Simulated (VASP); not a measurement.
# Al in VASP: a series of runs, part 2 of 2

VASP 6.6.1. Earlier steps stand in the parts before.

## (3) Single point, LDA

This run uses another cell than the first one: it holds 11 atoms, not 5.

Input file INCAR:

```
SYSTEM = Al
  PREC = Accurate
  ENCUT = 520
  EDIFF = 1E-6
  ISMEAR = 1
  SIGMA = 0.1
  LREAL = .False.
  LASPH = .True.
  NELM = 100
  ALGO = Normal
  ISIF = 2
  LWAVE = .False.
  LCHARG = .False.
  LDIPOL = .True.
  IDIPOL = 3
  DIPOL = 0.5 0.5 0.500
  GGA = CA
  NBANDS = 28
```

Input file KPOINTS:

```
Automatic mesh
0
Gamma
  8 12 1
  0 0 0
```

Input file POSCAR:

```
Al
1.0
    3.9826522310      0.0000000000      0.0000000000
    0.0000000000      2.8161604000      0.0000000000
    0.0000000000      0.0000000000     30.0808019980
Al
11
Direct
    0.0000000000      0.0000000000      0.2670853926
    0.5000000000      0.5000000000      0.3102685217
    0.0000000000      0.0000000000      0.3592125857
    0.5000000000      0.5000000000      0.4051532598
    0.0000000000      0.0000000000      0.4530350895
    0.5000000000      0.5000000000      0.4999999980
    0.0000000000      0.0000000000      0.5469649077
    0.5000000000      0.5000000000      0.5948467387
    0.0000000000      0.0000000000      0.6407874143
    0.5000000000      0.5000000000      0.6897314839
    0.0000000000      0.0000000000      0.7329146082
```

Potentials or basis: VASP PAW LDA potentials, release 64 (Al).

Command:

```console
> cat potpaw_LDA.64/Al/POTCAR > POTCAR
> mpirun -np 1 vasp_std > vasp.out
```

OUTCAR:

```text
SYSTEM = Al
   PREC = Accurate
   ENCUT = 520
   EDIFF = 1E-6
   ISMEAR = 1
   LREAL = .False.
   LASPH = .True.
   NELM = 100
   ISIF = 2
   GGA = CA

 ion  position               nearest neighbor table
   1  0.000  0.000  0.267-   2 2.76   2 2.76   2 2.76   2 2.76   3 2.77
   2  0.500  0.500  0.310-   1 2.76   1 2.76   1 2.76   1 2.76   3 2.85   3 2.85   3 2.85   3 2.85
                             4 2.85
   3  0.000  0.000  0.359-   1 2.77   4 2.80   4 2.80   4 2.80   4 2.80   5 2.82   2 2.85   2 2.85
                             2 2.85   2 2.85
   4  0.500  0.500  0.405-   3 2.80   3 2.80   3 2.80   3 2.80   5 2.83   5 2.83   5 2.83   5 2.83
                             6 2.85   2 2.85
   5  0.000  0.000  0.453-   6 2.82   6 2.82   6 2.82   6 2.82   3 2.82   7 2.83   4 2.83   4 2.83
                             4 2.83   4 2.83
   6  0.500  0.500  0.500-   5 2.82   5 2.82   5 2.82   5 2.82   7 2.82   7 2.82   7 2.82   7 2.82
                             4 2.85   8 2.85
   7  0.000  0.000  0.547-   6 2.82   6 2.82   6 2.82   6 2.82   9 2.82   5 2.83   8 2.83   8 2.83
                             8 2.83   8 2.83
   8  0.500  0.500  0.595-   9 2.80   9 2.80   9 2.80   9 2.80   7 2.83   7 2.83   7 2.83   7 2.83
                             6 2.85  10 2.85
   9  0.000  0.000  0.641-  11 2.77   8 2.80   8 2.80   8 2.80   8 2.80   7 2.82  10 2.85  10 2.85
                            10 2.85  10 2.85
  10  0.500  0.500  0.690-  11 2.76  11 2.76  11 2.76  11 2.76   9 2.85   9 2.85   9 2.85   9 2.85
                             8 2.85
  11  0.000  0.000  0.733-  10 2.76  10 2.76  10 2.76  10 2.76   9 2.77

  LATTYP: Found a simple orthorhombic cell.
 ALAT       =     2.8161604000
 B/A-ratio  =     1.4142135622
 C/A-ratio  =    10.6814945619

  Lattice vectors:

 A1 = (   0.0000000000,  -2.8161604000,   0.0000000000)
 A2 = (   3.9826522310,   0.0000000000,   0.0000000000)
 A3 = (   0.0000000000,   0.0000000000,  30.0808019980)

Analysis of symmetry for initial positions (statically):
=====================================================================
 Subroutine PRICEL returns:
 Original cell was already a primitive cell.

 Routine SETGRP: Setting up the symmetry group for a
 simple orthorhombic supercell.

 Subroutine GETGRP returns: Found  8 space group operations
 (whereof  8 operations were pure point group operations)
 out of a pool of  8 trial point group operations.

The static configuration has the point symmetry D_2h.

Analysis of symmetry for dynamics (positions and initial velocities):
=====================================================================
 Subroutine PRICEL returns:
 Original cell was already a primitive cell.

 Routine SETGRP: Setting up the symmetry group for a
 simple orthorhombic supercell.

 Subroutine GETGRP returns: Found  8 space group operations
 (whereof  8 operations were pure point group operations)
 out of a pool of  8 trial point group operations.

The dynamic configuration has the point symmetry D_2h.

 Subroutine INISYM returns: Found  8 space group operations
 (whereof  8 operations are pure point group operations),
 and found     1 'primitive' translations

----------------------------------------------------------------------------------------

                                     Primitive cell

  volume of cell :     337.3799
[... 97 lines left out ...]
 SYSTEM =  Al
   PREC   = accura    normal or accurate (medium, high low for compatibility)
   ISTART =      0    job   : 0-new  1-cont  2-samecut
   ICHARG =      2    charge: 1-file 2-atom 10-const
   ISPIN  =      1    spin polarized calculation?
   LNONCOLLINEAR =      F non collinear calculations
   LSORBIT =      F    spin-orbit coupling
   LASPH  =      T    aspherical Exc in radial PAW
   ENCUT  =  520.0 eV  38.22 Ry    6.18 a.u.   7.41  5.24 55.93*2*pi/ulx,y,z
   NELM   =    100;   NELMIN=  2; NELMDL= -5     # of ELM steps
   EDIFF  = 0.1E-05   stopping-criterion for ELM
   LREAL  =      F    real-space projection
   EDIFFG = 0.1E-04   stopping-criterion for IOM
   NSW    =      0    number of steps for IOM
   IBRION =     -1    ionic relax: 0-MD 1-quasi-New 2-CG
   NFREE  =      0    steps in history (QN), initial steepest desc. (CG)
   ISIF   =      2    stress and relaxation
   ISYM   =      2    0-nonsym 1-usesym 2-fastsym
   POTIM  = 0.5000    time-step for ionic-motion
   TEBEG  =    0.0;   TEEND  =   0.0 temperature during run
   PSTRESS=    0.0 pullay stress
   NELECT =      33.0000    total number of electrons
   NUPDOWN=      -1.0000    fix difference up-down
   EMIN   =  10.00;   EMAX   =-10.00  energy-range for DOS
   EFERMI =   0.00;   METHOD = LEGACY
   ISMEAR =     1;   SIGMA  =   0.10  broadening in eV -4-tet -1-fermi 0-gaus
   EFERMI_NEDOS =   21; number of points for ismear=-14 and -15
   IALGO  =     38    algorithm
   IMIX   =      4    mixing-type and parameters
     AMIX     =   0.40;   BMIX     =  1.00
     AMIX_MAG =   1.60;   BMIX_MAG =  1.00
  volume/ion in A,a.u.               =      30.67       206.98
  Fermi-wavevector in a.u.,A,eV,Ry     =   0.754292  1.425406  7.741131  0.568957
  Thomas-Fermi vector in A             =   1.851927
   LORBIT       =      0    0 simple, 1 ext, 2 COOP (PROOUT), +10 PAW based schemes
   GGA     = CA    functional components
   LHFCALC =     F    Hartree Fock is set to
   AEXX    =    0.0000 exact exchange contribution
   IVDW    =     0    specifies the selected vdW correction
   LEPSILON=     F    determine dielectric tensor
   LRPA    =     F    only Hartree local field effects (RPA)
 non-spin polarized calculation
 Methfessel and Paxton  Order N= 1 SIGMA  =   0.10
  energy-cutoff  :      520.00
  volume of cell :      337.38
 maximum number of plane-waves:      9134
 NGX is ok and might be reduce to    30
   NGX = 15   NGY = 11   NGZ =111

 number of electron      33.0000001 magnetization

 dipolmoment           0.000000      0.000000     -0.000000 electrons x Angstroem

 Free energy of the ion-electron system (eV)
  ---------------------------------------------------
  ext. energy  EPLUGINS =         0.00000000
  ---------------------------------------------------
  free energy    TOTEN  =       -44.43479125 eV

  energy without entropy =      -44.43045388  energy(sigma->0) =      -44.43334546

 E-fermi :   2.3004     XC(G=0):  -6.1375

 val. band max:        2.2987421437   @ k =   0.5000   0.5000   0.0000
 cond. band min:       2.3018582176   @ k =   0.2500   0.4167   0.0000
 fundamental gap:      0.0031160739
 Fermi energy:         2.3004438586

 k-point     1 :       0.0000    0.0000    0.0000
  band No.  band energies     occupation
      1      -8.9686      2.00000
      2      -8.5766      2.00000
      3      -7.8924      2.00000
      4      -6.9601      2.00000
      5      -5.7901      2.00000
      6      -4.3388      2.00000
[... 733 lines left out ...]
     27       5.1954      0.00000
     28       5.7084      0.00000

 [... further k-points ...]

------------------------ aborting loop because EDIFF is reached ----------------------------------------

 vacuum level on the upper side and lower side of the slab       (xc-potential included)        -0.114        -0.114

  FORCE on cell =-STRESS in cart. coord.  units (eV):
  Direction    XX          YY          ZZ          XY          YZ          ZX
  --------------------------------------------------------------------------------------
  -------------------------------------------------------------------------------------
  Total       -2.3494181     -0.8653364      0.0357845     -0.0000000      0.0000000      0.0000000
  in kB      -11.1571097     -4.1093805      0.1699363     -0.0000000      0.0000000      0.0000000
  external PRESSURE =      -5.0321846 kB  Pullay stress =       0.0000000 kB

 VOLUME and BASIS-vectors are now :
 -----------------------------------------------------------------------------
  energy-cutoff  :      520.00
  volume of cell :      337.38
      direct lattice vectors                 reciprocal lattice vectors
     3.982652231  0.000000000  0.000000000     0.251088958  0.000000000  0.000000000
     0.000000000  2.816160400  0.000000000     0.000000000  0.355093410  0.000000000
     0.000000000  0.000000000 30.080801998     0.000000000  0.000000000  0.033243794

 POSITION                                       TOTAL-FORCE (eV/Angst)
 -----------------------------------------------------------------------------------
      0.00000      0.00000      8.03414        -0.000000      0.000000     -0.001704
      1.99133      1.40808      9.33313        -0.000000      0.000000     -0.006585
      0.00000      0.00000     10.80540         0.000000      0.000000      0.001387
      1.99133      1.40808     12.18733        -0.000000      0.000000      0.005407
      0.00000      0.00000     13.62766        -0.000000      0.000000      0.004315
      1.99133      1.40808     15.04040        -0.000000      0.000000     -0.000000
      0.00000      0.00000     16.45314        -0.000000      0.000000     -0.004315
      1.99133      1.40808     17.89347        -0.000000      0.000000     -0.005407
      0.00000      0.00000     19.27540        -0.000000      0.000000     -0.001387
      1.99133      1.40808     20.74768        -0.000000     -0.000000      0.006585
      0.00000      0.00000     22.04666         0.000000      0.000000      0.001704
 -----------------------------------------------------------------------------------
    total drift:                               -0.000000      0.000000     -0.000001

  FREE ENERGIE OF THE ION-ELECTRON SYSTEM (eV)
  ---------------------------------------------------
  free  energy   TOTEN  =       -44.4347912452 eV

  energy  without entropy=      -44.4304538775  energy(sigma->0) =      -44.43334546

 vacuum level on the upper side and lower side of the slab         6.391         6.391
```

Run time: 6.2 min. Hardware: 1 thread of Intel Xeon Platinum 8488C (Sapphire Rapids), shared host; peak memory 0.44 GiB.

Results:

* Free energy: -44.4348 eV
* Largest force: 0.007 eV/Å

Forces in eV/Å, atoms in the order of the input:
```
Al   0.000  0.000 -0.002
Al   0.000  0.000 -0.007
Al   0.000  0.000  0.001
Al   0.000  0.000  0.005
Al   0.000  0.000  0.004
Al   0.000  0.000  0.000
Al   0.000  0.000 -0.004
Al   0.000  0.000 -0.005
Al   0.000  0.000 -0.001
Al   0.000  0.000  0.007
Al   0.000  0.000  0.002
```
